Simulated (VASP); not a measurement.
# Ba (I4_1/amd) in VASP: notebook, part 2 of 2

VASP 6.6.1.

### Step 3. Single point, PBE (50.78 Å³/atom)

Input file INCAR:

```
SYSTEM = Ba
PREC = Accurate ; ENCUT = 520
EDIFF = 1E-6 ; ISMEAR = -1
SIGMA = 0.08 ; LREAL = .False.
LASPH = .True. ; NELM = 100
ALGO = Normal ; ISIF = 2
LWAVE = .False. ; LCHARG = .False.
GGA = PE ; NBANDS = 17
```

Input file KPOINTS:

```
Automatic mesh
0
Gamma
  10 10 10
  0 0 0
```

Input file POSCAR:

```
Ba
1.0
   -3.6044076265      3.6044076265      1.9541888418
    3.6044076265     -3.6044076265      1.9541888418
    3.6044076265      3.6044076265     -1.9541888418
Ba
2
Direct
   -0.3750000000     -0.1250000000     -0.2500000000
    0.3750000000      0.1250000000      0.2500000000
```

Potentials or basis: VASP PAW PBE potentials, release 64 (Ba_sv).

Launch:

```console
> cat potpaw_PBE.64/Ba_sv/POTCAR > POTCAR
> mpirun -np 1 vasp_std > vasp.out
```

OUTCAR:

```text
SYSTEM = Ba
   PREC = Accurate
   ENCUT = 520
   EDIFF = 1E-6
   ISMEAR = -1
   LREAL = .False.
   LASPH = .True.
   NELM = 100
   ISIF = 2
   GGA = PE

 ion  position               nearest neighbor table
   1  0.625  0.875  0.750-   2 3.73   2 3.73   2 3.73   2 3.73   2 4.65   2 4.65   2 4.65   2 4.65

   2  0.375  0.125  0.250-   1 3.73   1 3.73   1 3.73   1 3.73   1 4.65   1 4.65   1 4.65   1 4.65

  LATTYP: Found a body centered tetragonal cell.
 ALAT       =     7.2088152530
[... 673 lines left out ...]
------------------------ aborting loop because EDIFF is reached ----------------------------------------

  FORCE on cell =-STRESS in cart. coord.  units (eV):
  Direction    XX          YY          ZZ          XY          YZ          ZX
  --------------------------------------------------------------------------------------
  -------------------------------------------------------------------------------------
  Total        1.2582604      1.2582604      1.2918076      0.0000000     -0.0000000      0.0000000
  in kB       19.8512008     19.8512008     20.3804660      0.0000000     -0.0000000      0.0000000
  external PRESSURE =      20.0276225 kB  Pullay stress =       0.0000000 kB

 VOLUME and BASIS-vectors are now :
 -----------------------------------------------------------------------------
  energy-cutoff  :      520.00
  volume of cell :      101.55
      direct lattice vectors                 reciprocal lattice vectors
    -3.604407627  3.604407627  1.954188842     0.000000000  0.138719050  0.255860636
     3.604407627 -3.604407627  1.954188842     0.138719050  0.000000000  0.255860636
     3.604407627  3.604407627 -1.954188842     0.138719050  0.138719050  0.000000000

 POSITION                                       TOTAL-FORCE (eV/Angst)
 -----------------------------------------------------------------------------------
      3.60441      1.80220      1.46564         0.000000      0.000000     -0.000000
      0.00000      1.80220      0.48855        -0.000000     -0.000000      0.000000
 -----------------------------------------------------------------------------------
    total drift:                               -0.000000     -0.000000      0.000000

  FREE ENERGIE OF THE ION-ELECTRON SYSTEM (eV)
  ---------------------------------------------------
  free  energy   TOTEN  =        -3.3683233143 eV

  energy  without entropy=       -3.3309799052  energy(sigma->0) =       -3.34965161
```

stdout:

```text
POSCAR found type information on POSCAR Ba
 POSCAR found :  1 types and       2 ions
 scaLAPACK will be used
 LDA part: xc-table for (Slater+PW92), standard interpolation
 POSCAR, INCAR and KPOINTS ok, starting setup
 FFT: planning ... GRIDC
 FFT: planning ... GRID_SOFT
 FFT: planning ... GRID
 WAVECAR not read
 entering main loop
```

Wall time 1.9 min (1 thread of Intel Xeon Platinum 8375C at 2.90GHz (Ice Lake), shared host); peak memory 0.35 GiB.

Results:

| Item | Value |
| --- | --- |
| Free energy | -3.3683 eV |
| Pressure | 2.0 GPa |
| Band gap on the k mesh | zero (bands 10 and 11 overlap by 0.47 eV) |

Levels at points of the mesh, in eV from the Fermi level:
```
           k point  band 7  band 8  band 9  band 10  band 11  band 12  band 13  band 14
(0.00, 0.00, 0.00)  -13.46  -13.46   -2.66    -1.19     0.40     0.41     1.12     3.29
(0.50, 0.00, 0.00)  -13.74  -13.41   -0.73    -0.69     0.28     1.11     1.94     2.11
(0.50, 0.50, 0.00)  -13.47  -13.47   -0.89    -0.89     0.65     0.65     1.86     1.86
(0.50, 0.50, 0.50)  -13.34  -13.34   -0.70    -0.70     1.23     1.23     1.38     1.38
```

Caveat: spin-orbit coupling is left out, which moves the levels of the heavy elements.

### Step 4. Single point, PBE (55.61 Å³/atom)

This run uses another cell than the first one, of 55.61 Å³/atom.

Input file INCAR:

```
PREC = Accurate
ENCUT = 520
EDIFF = 1E-6
ISMEAR = -1
SIGMA = 0.08
LREAL = False
LASPH = True
NELM = 60
ALGO = Normal
ISIF = 2
LWAVE = False
LCHARG = True
GGA = PE
LELF = True
LVHAR = True
NBANDS = 17
```

Input file KPOINTS:

```
Automatic mesh
0
Gamma
  10 10 10
```

Input file POSCAR:

```
Ba
1.0
   -3.7169751248      3.7169751248      2.0126282348
    3.7169751248     -3.7169751248      2.0126282348
    3.7169751248      3.7169751248     -2.0126282348
Ba
2
Direct
   -0.3750000000     -0.1250000000     -0.2500000000
    0.3750000000      0.1250000000      0.2500000000
```

Potentials or basis: VASP PAW PBE potentials, release 64 (Ba_sv).

Launch:

```console
> cat potpaw_PBE.64/Ba_sv/POTCAR > POTCAR
> mpirun -np 1 vasp_std > vasp.out
```

OUTCAR:

```text
PREC = Accurate
   ENCUT = 520
   EDIFF = 1E-6
   ISMEAR = -1
   LREAL = False
   LASPH = True
   NELM = 60
   ISIF = 2
   GGA = PE

 ion  position               nearest neighbor table
   1  0.625  0.875  0.750-   2 3.85   2 3.85   2 3.85   2 3.85
   2  0.375  0.125  0.250-   1 3.85   1 3.85   1 3.85   1 3.85

  LATTYP: Found a body centered tetragonal cell.
 ALAT       =     7.4339502496
 C/A-ratio  =     0.5414693850

  Lattice vectors:

[... 666 lines left out ...]

 [... further k-points ...]

------------------------ aborting loop because EDIFF is reached ----------------------------------------

  FORCE on cell =-STRESS in cart. coord.  units (eV):
  Direction    XX          YY          ZZ          XY          YZ          ZX
  --------------------------------------------------------------------------------------
  -------------------------------------------------------------------------------------
  Total        0.5994524      0.5994524      0.6071023      0.0000000      0.0000000     -0.0000000
  in kB        8.6350013      8.6350013      8.7451977      0.0000000      0.0000000     -0.0000000
  external PRESSURE =       8.6717335 kB  Pullay stress =       0.0000000 kB

 VOLUME and BASIS-vectors are now :
 -----------------------------------------------------------------------------
  energy-cutoff  :      520.00
  volume of cell :      111.23
      direct lattice vectors                 reciprocal lattice vectors
    -3.716975125  3.716975125  2.012628235     0.000000000  0.134517984  0.248431375
     3.716975125 -3.716975125  2.012628235     0.134517984  0.000000000  0.248431375
     3.716975125  3.716975125 -2.012628235     0.134517984  0.134517984  0.000000000

 POSITION                                       TOTAL-FORCE (eV/Angst)
 -----------------------------------------------------------------------------------
      3.71698      1.85849      1.50947         0.000000      0.000000      0.000000
     -0.00000      1.85849      0.50316        -0.000000     -0.000000     -0.000000
 -----------------------------------------------------------------------------------
    total drift:                               -0.000000     -0.000000      0.000000

  FREE ENERGIE OF THE ION-ELECTRON SYSTEM (eV)
  ---------------------------------------------------
  free  energy   TOTEN  =        -3.4529585409 eV

  energy  without entropy=       -3.4135225205  energy(sigma->0) =       -3.43324053
```

OSZICAR:

```text
N       E                     dE             d eps       ncg     rms          rms(c)
DAV:   1     0.142697427448E+03    0.14270E+03   -0.84616E+03  3468   0.975E+02
DAV:   2     0.520779037984E+01   -0.13749E+03   -0.13427E+03  5229   0.196E+02
DAV:   3    -0.323584448008E+01   -0.84436E+01   -0.83848E+01  4732   0.510E+01
DAV:   4    -0.345946813089E+01   -0.22362E+00   -0.22350E+00  5262   0.631E+00
DAV:   5    -0.346092931701E+01   -0.14612E-02   -0.14611E-02  4771   0.514E-01    0.301E+00
DAV:   6    -0.345374512158E+01    0.71842E-02   -0.14998E-02  4630   0.938E-01    0.175E+00
DAV:   7    -0.345224180140E+01    0.15033E-02   -0.30448E-02  4306   0.141E+00    0.898E-02
DAV:   8    -0.345295510798E+01   -0.71331E-03   -0.13949E-03  5635   0.229E-01    0.351E-02
DAV:   9    -0.345296213736E+01   -0.70294E-05   -0.26022E-05  4296   0.353E-02    0.107E-02
DAV:  10    -0.345295893021E+01    0.32072E-05   -0.61914E-06  4940   0.169E-02    0.429E-03
DAV:  11    -0.345295854087E+01    0.38934E-06   -0.42886E-07  2741   0.666E-03
   1 F= -.34529585E+01 E0= -.34332405E+01  d E =-.394360E-01
```

Wall time 2 min (1 thread of Intel Xeon Platinum 8375C at 2.90GHz (Ice Lake), shared host); peak memory 0.35 GiB.

Results:

```yaml
Free_energy: -3.4530 eV
Pressure: 0.9 GPa
Band_gap_on_the_k_mesh: zero (bands 10 and 11 overlap by 0.28 eV)
```

Caveat: spin-orbit coupling is left out, which moves the levels of the heavy elements.
